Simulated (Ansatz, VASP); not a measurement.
# Two plane-wave programs on Hf

```
CELL_PARAMETERS angstrom
0.00000 2.30880 2.13120
2.30880 0.00000 2.13120
2.30880 2.30880 0.00000
ATOMIC_POSITIONS crystal
Hf 0.00000 0.00000 0.00000
```

Change from the starting cell: strain +0.040 along x and y, -0.040 along z, atoms carried along.

Alike in both runs: task single point; functional r2SCAN; k mesh 18 × 18 × 18; occupations gaussian, width 0.15 eV; no spin polarisation.

|  | VASP | Ansatz |
| --- | --- | --- |
| version | VASP 6.6.1 | Ansatz 0.2.0 |
| potentials or method | VASP PAW PBE potentials, release 64 (Hf_pv), cutoff 520 eV | scalar-relativistic, plane waves, PAW |
| valence electrons in the cell | 10 | 26 |

Ansatz gave:

| Quantity | Value |
| --- | --- |
| gap on the k mesh at the Fermi level (eV) | none |
| pressure (GPa) | -1.3 |
| traceless stress, the component that is largest in VASP (GPa) | 2.46 |

Q: Estimate VASP's values.

A: gap on the k mesh at the Fermi level (eV): none; pressure (GPa): -1.8; traceless stress, the component that is largest in VASP (GPa): 2.47.

VASP's potentials were made for PBE, not for r2SCAN. A gap of «none» marks a metal or a gap that the smearing closes. With one functional, cell and mesh, what is left measures potentials, basis and numerics. VASP's potentials hold 10 valence electrons a cell and Ansatz's 26, so a difference there can come from the potentials and not from the codes.

Spin-orbit coupling is off throughout.
